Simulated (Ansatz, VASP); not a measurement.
Two plane-wave programs on La2SbAs3

```
La Sb As
1.0
     6.76983    0.00000    0.00000
    -3.38491    5.86284    0.00000
     0.00000    0.00000    3.76020
La Sb As
2 1 3
Direct
  0.33333 0.66667 0.00000
  0.66667 0.33333 0.00000
  0.00000 0.00000 0.00000
  0.50000 0.00000 0.50000
  0.50000 0.50000 0.50000
  0.00000 0.50000 0.50000
```

Change from the starting cell: species swapped into the CeB2Ir3 type (P6/mmm, No. 191).

Alike in both runs: task single point; functional PBE; k mesh 3 × 3 × 4; occupations gaussian, width 0.1 eV; no spin polarisation.

|  | VASP | Ansatz |
| --- | --- | --- |
| version | VASP 6.6.1 | Ansatz 0.2.0 |
| potentials or method | VASP PAW PBE potentials, release 64 (La, Sb, As), cutoff 520 eV | scalar-relativistic, plane waves, PAW |
| valence electrons in the cell | 42 | 82 |

```tsv
	VASP	Ansatz	Ansatz less VASP
gap on the k mesh at the Fermi level (eV)	none	none	-
pressure (GPa)	21.4	21.3	-0.04
traceless stress, the component that is largest in VASP (GPa)	16.00	15.90	-0.103
```

A gap of «none» marks a metal or a gap that the smearing closes. VASP's potentials hold 42 valence electrons a cell and Ansatz's 82, so a difference there can come from the potentials and not from the codes.

The k mesh is coarse, so the values compare programs but aren't converged. Spin-orbit coupling is off throughout.
